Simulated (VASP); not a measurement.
# Li8HCl8 (a cell with a defect) in VASP: further runs, part 2 of 2

VASP 6.6.1. Earlier steps stand in the parts before.

## (3) Single point, PBEsol, collinear spin

File INCAR:

```
SYSTEM = Li8HCl8
  PREC = Accurate
  ENCUT = 520
  EDIFF = 1E-6
  ISMEAR = 0
  SIGMA = 0.02
  LREAL = Auto
  LASPH = .True.
  NELM = 150
  ALGO = Normal
  ISIF = 2
  LWAVE = .False.
  LCHARG = .False.
  ISPIN = 2
  MAGMOM = 0 0 0 0 0 0 0 0 0.07 0.07 0.07 0 0.07 0 0 0 0.54
  LORBIT = 11
  GGA = PS
  NBANDS = 58
```

File KPOINTS:

```
regular mesh
0
Gamma
  2 2 2
  0 0 0
```

File POSCAR:

```
Li8HCl8
1.0
    0.0000000000      5.0842450000      5.0842450000
    5.0842450000      0.0000000000      5.0842450000
    5.0842450000      5.0842450000      0.0000000000
Li Cl H
8 8 1
Direct
    0.0006560463      0.0006936133      0.0011937859
    0.0005651773      0.0006639137      0.4972973372
   -0.0133420990      0.5114134940      0.0013806376
   -0.0078269242      0.5047459357      0.5010604328
    0.5112277241     -0.0133001065      0.0015251035
    0.5053644150     -0.0085156203      0.5010066391
    0.4947738553      0.4947638243      0.0070145125
    0.4938473657      0.4937968174      0.5037485408
    0.2507268041      0.2508341947      0.2134561769
    0.2505345435      0.2506153814      0.7878965313
    0.2476022497      0.7473175467      0.2526031889
    0.2502512172      0.7604648281      0.7447728227
    0.7474382135      0.2476076586      0.2525460516
    0.7603946112      0.2503601813      0.7447917046
    0.7490287152      0.7490377627      0.2508676313
    0.7491466285      0.7491456450      0.7507885635
    0.2893509262      0.2884499075      0.4633626035
```

Potentials or basis: VASP PAW PBE potentials, release 64 (Li_sv, Cl, H).

Launch:

```sh
$ cat potpaw_PBE.64/Li_sv/POTCAR potpaw_PBE.64/Cl/POTCAR potpaw_PBE.64/H/POTCAR > POTCAR
$ mpirun -np 1 vasp_std > vasp.out
```

OUTCAR:

```text
SYSTEM = Li8HCl8
   PREC = Accurate
   ENCUT = 520
   EDIFF = 1E-6
   ISMEAR = 0
   LREAL = Auto
   LASPH = .True.
   NELM = 150
   ISIF = 2
   ISPIN = 2
   LORBIT = 11
   GGA = PS

 ion  position               nearest neighbor table
   1  0.001  0.001  0.001-  12 2.53  14 2.53  13 2.53  11 2.53  10 2.55  15 2.56
   2  0.001  0.001  0.497-  12 2.53  14 2.53  13 2.53  11 2.53   9 2.56  16 2.56
   3  0.987  0.511  0.001-  10 2.42   9 2.43  15 2.48  16 2.48  13 2.56  12 2.61
   4  0.992  0.505  0.501-  14 2.47  15 2.51  16 2.51  11 2.53
   5  0.511  0.987  0.002-  10 2.43   9 2.43  15 2.48  16 2.48  11 2.56  14 2.61
   6  0.505  0.991  0.501-  12 2.47  15 2.50  16 2.51  13 2.53
   7  0.495  0.495  0.007-   9 2.50  11 2.53  13 2.53  14 2.58  12 2.58  16 2.59
   8  0.494  0.494  0.504-  10 2.49  11 2.53  13 2.53  14 2.58  12 2.58  15 2.60
   9  0.251  0.251  0.213-   5 2.43   3 2.43   7 2.50   2 2.56
  10  0.251  0.251  0.788-   3 2.42   5 2.43   8 2.49   1 2.55
  11  0.248  0.747  0.253-   8 2.53   4 2.53   2 2.53   7 2.53   1 2.53   5 2.56
  12  0.250  0.760  0.745-   6 2.47   1 2.53   2 2.53   7 2.58   8 2.58   3 2.61
  13  0.747  0.248  0.253-   8 2.53   2 2.53   7 2.53   6 2.53   1 2.53   3 2.56
  14  0.760  0.250  0.745-   4 2.47   1 2.53   2 2.53   7 2.58   8 2.58   5 2.61
  15  0.749  0.749  0.251-   3 2.48   5 2.48   6 2.50   4 2.51   1 2.56   8 2.60
  16  0.749  0.749  0.751-   3 2.48   5 2.48   6 2.51   4 2.51   2 2.56   7 2.59
  17  0.289  0.288  0.463-

  LATTYP: Found a face centered cubic cell.
 ALAT       =    10.1684900000

  Lattice vectors:

 A1 = (   0.0000000000,   5.0842450000,   5.0842450000)
 A2 = (   5.0842450000,   0.0000000000,   5.0842450000)
 A3 = (   5.0842450000,   5.0842450000,   0.0000000000)

Analysis of symmetry for initial positions (statically):
=====================================================================
 Subroutine PRICEL returns:
 Original cell was already a primitive cell.

 Routine SETGRP: Setting up the symmetry group for a
 face centered cubic supercell.

 Subroutine GETGRP returns: Found  1 space group operations
 (whereof  1 operations were pure point group operations)
 out of a pool of 48 trial point group operations.

The static configuration has the point symmetry C_1 .

Analysis of symmetry for dynamics (positions and initial velocities):
=====================================================================
 Subroutine PRICEL returns:
 Original cell was already a primitive cell.

 Routine SETGRP: Setting up the symmetry group for a
 face centered cubic supercell.

 Subroutine GETGRP returns: Found  1 space group operations
 (whereof  1 operations were pure point group operations)
 out of a pool of 48 trial point group operations.

The dynamic configuration has the point symmetry C_1 .

Analysis of structural, dynamic, and magnetic symmetry:
=====================================================================
 Subroutine PRICEL returns:
 Original cell was already a primitive cell.

 Routine SETGRP: Setting up the symmetry group for a
 face centered cubic supercell.

 Subroutine GETGRP returns: Found  1 space group operations
 (whereof  1 operations were pure point group operations)
 out of a pool of 48 trial point group operations.

The overall configuration has the point symmetry C_1 .

 Subroutine INISYM returns: Found  1 space group operations
 (whereof  1 operations are pure point group operations),
 and found     1 'primitive' translations

----------------------------------------------------------------------------------------

                                     Primitive cell

[... 123 lines left out ...]
     AMIX_MAG =   1.60;   BMIX_MAG =  1.00
  volume/ion in A,a.u.               =      15.46       104.34
  Fermi-wavevector in a.u.,A,eV,Ry     =   1.105775  2.089611 16.636360  1.222738
  Thomas-Fermi vector in A             =   2.242267
   LORBIT       =     11    0 simple, 1 ext, 2 COOP (PROOUT), +10 PAW based schemes
   GGA     = PS    functional components
   LHFCALC =     F    Hartree Fock is set to
   AEXX    =    0.0000 exact exchange contribution
   IVDW    =     0    specifies the selected vdW correction
   LEPSILON=     F    determine dielectric tensor
   LRPA    =     F    only Hartree local field effects (RPA)
 spin polarized calculation
 Gauss-broadening in eV      SIGMA  =   0.02
  energy-cutoff  :      520.00
  volume of cell :      262.85
 maximum number of plane-waves:      7120
 NGX is ok and might be reduce to    54
   NGX = 27   NGY = 27   NGZ = 27

 number of electron      80.9999996 magnetization      -0.0001621

 number of electron      80.9999996 magnetization       0.0003737

 Free energy of the ion-electron system (eV)
  ---------------------------------------------------
  ext. energy  EPLUGINS =         0.00000000
  ---------------------------------------------------
  free energy    TOTEN  =       -61.57445356 eV

  energy without entropy =      -61.57445356  energy(sigma->0) =      -61.57445356

 E-fermi :   3.9130     XC(G=0):  -9.1076

 val. band max:        3.7473283457   @ k =   0.5000   0.5000   0.0000
 cond. band min:       4.6750125963   @ k =   0.5000   0.5000   0.5000
 fundamental gap:      0.9276842507
 Fermi energy:         3.9130190819

 spin component 1

 k-point     1 :       0.0000    0.0000    0.0000
  band No.  band energies     occupation
      1     -42.0230      1.00000
      2     -42.0193      1.00000
      3     -41.9839      1.00000
      4     -41.9823      1.00000
      5     -41.8570      1.00000
      6     -41.8534      1.00000
[... 429 lines left out ...]
     51      10.1779      0.00000
     52      10.4821      0.00000
 Fermi energy:         3.9130190819

 spin component 2

 k-point     1 :       0.0000    0.0000    0.0000
  band No.  band energies     occupation
      1     -42.0230      1.00000
      2     -42.0193      1.00000
      3     -41.9840      1.00000
      4     -41.9823      1.00000
      5     -41.8570      1.00000
      6     -41.8534      1.00000
[... 429 lines left out ...]
     51      10.1779      0.00000
     52      10.4820      0.00000
 [bands above 52 left out]

------------------------ aborting loop because EDIFF is reached ----------------------------------------

  FORCE on cell =-STRESS in cart. coord.  units (eV):
  Direction    XX          YY          ZZ          XY          YZ          ZX
  --------------------------------------------------------------------------------------
  -------------------------------------------------------------------------------------
  Total        1.2999504      1.2977342      0.3753787      0.2420456     -0.0099250     -0.0134703
  in kB        7.9236988      7.9101902      2.2880777      1.4753613     -0.0604968     -0.0821066
  external PRESSURE =       6.0406555 kB  Pullay stress =       0.0000000 kB

 VOLUME and BASIS-vectors are now :
 -----------------------------------------------------------------------------
  energy-cutoff  :      520.00
  volume of cell :      262.85
      direct lattice vectors                 reciprocal lattice vectors
     0.000000000  5.084245000  5.084245000    -0.098343018  0.098343018  0.098343018
     5.084245000  0.000000000  5.084245000     0.098343018 -0.098343018  0.098343018
     5.084245000  5.084245000  0.000000000     0.098343018  0.098343018 -0.098343018

 POSITION                                       TOTAL-FORCE (eV/Angst)
 -----------------------------------------------------------------------------------
      0.00960      0.00941      0.00686         0.004322      0.004683      0.024308
      2.53176      2.53126      0.00625        -0.003237     -0.002175      0.024198
      2.60717      5.02343      7.61656         0.007340     -0.006970      0.006479
      5.11377      7.59196      7.61070         0.013491     -0.013298      0.007001
      5.02438      2.60696      7.61583        -0.008130      0.007328      0.006738
      7.58819      5.11664      7.61035        -0.011970      0.013175      0.007045
[... 9 lines left out ...]
      7.62603      7.62604      7.61769         0.002346      0.002266      0.008378
      3.82240      3.82698      2.93768        -0.004093     -0.008922     -0.148865
 -----------------------------------------------------------------------------------
    total drift:                                0.001396      0.001514     -0.004379

  FREE ENERGIE OF THE ION-ELECTRON SYSTEM (eV)
  ---------------------------------------------------
  free  energy   TOTEN  =       -61.5744535556 eV

  energy  without entropy=      -61.5744535556  energy(sigma->0) =      -61.57445356

 total charge

# of ion       s       p       d       tot
------------------------------------------
    1        2.008   0.040   0.000   2.047
    2        2.008   0.040   0.000   2.047
    3        2.011   0.046   0.000   2.057
    4        2.010   0.045   0.000   2.055
    5        2.011   0.046   0.000   2.057
    6        2.010   0.045   0.000   2.056
[... 9 lines left out ...]
   16        1.579   3.571   0.000   5.150
   17        0.457   0.007   0.000   0.465
--------------------------------------------------
tot         29.201  28.746   0.000  57.947

 magnetization (x)

# of ion       s       p       d       tot
------------------------------------------
    1       -0.000   0.000   0.000  -0.000
    2       -0.000  -0.000   0.000  -0.000
    3       -0.000   0.000   0.000   0.000
    4       -0.000  -0.000   0.000  -0.000
    5       -0.000   0.000   0.000   0.000
    6       -0.000  -0.000   0.000  -0.000
[... 9 lines left out ...]
   16       -0.000  -0.000   0.000  -0.000
   17        0.000   0.000   0.000   0.000
--------------------------------------------------
tot          0.000   0.000   0.000   0.000
```

Run time: 15 min. Hardware: 1 thread of Intel Xeon 8259CL, shared host; peak memory 0.57 GiB.

What came out:

```
Free energy                                           : -61.5745 eV
Largest force                                         : 0.149 eV/Å
Net moment                                            : 0.00 μB per cell
Valence electrons inside the program's atomic spheres : Li 2.05, 2.06, 2.04 (each value once); Cl 5.10, 5.14, 5.15 (each value once); H 0.47
```

Forces in eV/Å, atoms in the order of the input:
```
Li   0.004  0.005  0.024
Li  -0.003 -0.002  0.024
Li   0.007 -0.007  0.006
Li   0.013 -0.013  0.007
Li  -0.008  0.007  0.007
Li  -0.012  0.013  0.007
Li  -0.006 -0.006  0.006
Li   0.008  0.008  0.009
Cl  -0.018 -0.018  0.014
Cl   0.016  0.017  0.016
Cl  -0.010  0.011 -0.008
Cl   0.002 -0.002  0.014
Cl   0.011 -0.010 -0.009
Cl  -0.003  0.002  0.014
Cl  -0.001  0.000  0.008
Cl   0.002  0.002  0.008
H   -0.004 -0.009 -0.149
```

Caveat: the k points lie up to 0.54 Å⁻¹ apart; the cutoff is under 1.25 times the usual one of these potentials, so pressure, stress and relaxed cells hold a basis-set (Pulay) error; the PAW data sets were made with another functional, which shifts forces and pressure a little.
